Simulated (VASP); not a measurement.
TlH5:

```
Tl H
1.0
     4.76744    0.00000    0.00000
    -2.38372    4.12873    0.00000
     0.00000    0.00000    3.87929
Tl H
1 5
Direct
  0.00000 0.00000 0.00000
  0.33333 0.66667 0.00000
  0.66667 0.33333 0.00000
  0.50000 0.00000 0.50000
  0.50000 0.50000 0.50000
  0.00000 0.50000 0.50000
```

The cell was built from a structure type or drawn by symmetry, and may not be a known phase.

* Program: VASP 6.6.1
* Task: relaxation of cell and atoms
* Functional: PBE
* Potentials or basis: VASP PAW PBE potentials, release 64 (Tl_d, H_h)
* Cutoff: 910 eV
* k mesh: 6 × 6 × 4
* Occupations: gaussian, width 0.1 eV
* Spin: no spin polarisation

At the start: pressure -9.4 GPa; volume 12.73 Å³/atom.

**Question.** Where does the relaxation end?

**Answer.** Over 5 steps the energy falls by 254.4 meV/atom and the volume is 7.62 Å³/atom (-40.1 %); space group P6/mmm (No. 191, to 0.1 Å) before and after.

The path:
| step | energy change (eV) | largest force (eV/Å) | pressure (GPa) | volume (Å³) |
| --- | --- | --- | --- | --- |
| 1 | 0.0000 | 0.0000 | -9.42 | 76.36 |
| 2 | -0.4817 | 0.0000 | -9.69 | 68.39 |
| 3 | -1.5079 | 0.0000 | -2.65 | 47.81 |
| 4 | -1.5083 | 0.0000 | 2.91 | 43.66 |
| 5 | -1.5264 | 0.0000 | -0.09 | 45.71 |

Final structure:
```xyz
6
Lattice="3.9631 0.0000 0.0000 -1.9816 3.4322 0.0000 0.0000 0.0000 3.3608" Properties=species:S:1:pos:R:3 pbc="T T T"
Tl    0.0000    0.0000    0.0000
H     0.0000    2.2881    0.0000
H     1.9816    1.1441    0.0000
H     1.9816    0.0000    1.6804
H     0.9908    1.7161    1.6804
H    -0.9908    1.7161    1.6804
```

Caveat: the k points lie up to 0.47 Å⁻¹ apart in the final cell, too coarse for converged energies and pressures of a metal; the volume moved by over 15 % at a fixed basis, so the end points are rough.
